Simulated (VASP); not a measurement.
Runs of VASP 6.6.1 on ReP. The structure is that of space group Fm-3m (No. 225), or close to it. The cells are those of the table. 

```tsv
level	cell	k mesh	cutoff (eV)	gap on the mesh (eV)	pressure (GPa)
PBE	a = 3.510 Å, angles 60.0°, 2 atoms	8 × 8 × 8	600	none	(a)
r2SCAN	a = 3.474 Å, angles 60.0°, 2 atoms	12 × 12 × 12	660	none	-1.9
PBE	a = 3.414 Å, angles 60.0°, 2 atoms	8 × 8 × 8	600	none	(b)
PBE	a = 3.474 Å, angles 60.0°, 2 atoms	8 × 8 × 8	600	none	0.9
r2SCAN	a = 3.451 Å, angles 60.0°, 2 atoms	12 × 12 × 12	660	none	2.8
```

Alike in all rows: task single point; potentials or basis VASP PAW PBE potentials, release 64 (Re, P); no spin polarisation; smearing gaussian 0.05 eV.

Question: Fill in the values left out.

Answer: (a) -5.6; (b) 14.5.

Caveats: spin-orbit coupling is left out, which moves the levels of the heavy elements; the PAW data sets were made with another functional, which shifts forces and pressure a little (at least some runs); the cell stands under tension (at least some runs); the cell stands under pressure (at least some runs).

A k mesh can miss the band edges, and the runs leave out spin-orbit coupling on Re.

A gap of «none» marks levels without a gap at the run's occupations.
